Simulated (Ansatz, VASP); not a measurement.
SrCoS2: VASP beside Ansatz

File POSCAR:

```
SrCoS2
1.0
    3.1651130000      3.1903210000      0.0000000000
    3.1651130000     -3.1903210000      0.0000000000
    0.0000000000      0.0000000000     -8.7864280000
Sr Co S
2 2 4
Direct
    0.2500000000      0.7500000000      0.8019000000
    0.7500000000      0.2500000000      0.1981000000
    0.2500000000      0.7500000000      0.4068000000
    0.7500000000      0.2500000000      0.5932000000
    0.2500000000      0.7500000000      0.1504000000
    0.7500000000      0.2500000000      0.8496000000
    0.7500000000      0.7500000000      0.5000000000
    0.2500000000      0.2500000000      0.5000000000
```

Contents of INCAR.step1:

```
PREC = Accurate
ENCUT = 520
ISMEAR = 1
SIGMA = 0.05
LREAL = F
LASPH = T
NELM = 60
NBANDS = 41
GGA = PE
ALGO = Normal
EDIFF = 1E-4
LWAVE = T
LCHARG = F
```

Contents of INCAR.step2:

```
PREC = Accurate
ENCUT = 520
EDIFF = 1E-6
ISMEAR = 1
SIGMA = 0.05
LREAL = F
LASPH = T
NELM = 60
ALGO = Normal
ISIF = 2
LWAVE = F
LCHARG = F
METAGGA = R2SCAN
LMIXTAU = T
NBANDS = 41
ISTART = 1
```

Contents of KPOINTS:

```
Automatic mesh
0
Gamma
  4 4 2
```

Input for Ansatz:

```yaml
crystal:
  lattice:
    - [3.165113, 3.190321, 0.0]
    - [3.165113, -3.190321, 0.0]
    - [0.0, 0.0, -8.786428]
  atoms:
    - { symbol: Sr, position: [0.25, 0.75, 0.8019] }
    - { symbol: Sr, position: [0.75, 0.25, 0.1981] }
    - { symbol: Co, position: [0.25, 0.75, 0.4068] }
    - { symbol: Co, position: [0.75, 0.25, 0.5932] }
    - { symbol: S, position: [0.25, 0.75, 0.1504] }
    - { symbol: S, position: [0.75, 0.25, 0.8496] }
    - { symbol: S, position: [0.75, 0.75, 0.5] }
    - { symbol: S, position: [0.25, 0.25, 0.5] }
  symmetry: { tolerance: 0.0003 }
kpoints:
  mp_grid: { grid: [4, 4, 2], shift: [0, 0, 0] }
magnetization:
  spin_polarized: false
scf:
  occupations: { method: methfessel_paxton, width: 0.05 }
  n_extra_bands: 4
hamiltonian:
  pseudopotentials: { kind: paw }
  xc: r2scan
basis:
  ecutwfc: 500
output:
  forces: true
  stress: true
  eigenvalues: true
```

Alike in both runs: task single point; functional r2SCAN; k mesh 4 × 4 × 2; occupations methfessel-paxton of order 1, width 0.05 eV; no spin polarisation.

```csv
,VASP,Ansatz
version,VASP 6.6.1,Ansatz 0.2.0
potentials or method,"VASP PAW PBE potentials, release 64 (Sr_sv, Co, S), cutoff 520 eV",PAW plane waves
valence electrons in the cell,62,78
```

|  | VASP | Ansatz | Ansatz less VASP |
| --- | --- | --- | --- |
| gap on the k mesh at the Fermi level (eV) | none | none | - |
| pressure (GPa) | -8.7 | -8.8 | -0.05 |
| traceless stress, the component that is largest in VASP (GPa) | 4.21 | 4.26 | +0.045 |
| rms of the force components (eV/Å) | 0.121 | 0.133 | +0.0116 |

VASP's potentials were made for PBE, not for r2SCAN. Atom by atom the forces differ by 0.020 eV/Å (rms over components). A gap of «none» marks a metal or a gap that the smearing closes. With one functional, cell and mesh, what is left measures potentials, basis and numerics. VASP's potentials hold 62 valence electrons a cell and Ansatz's 78, so a difference there can come from the potentials and not from the codes.
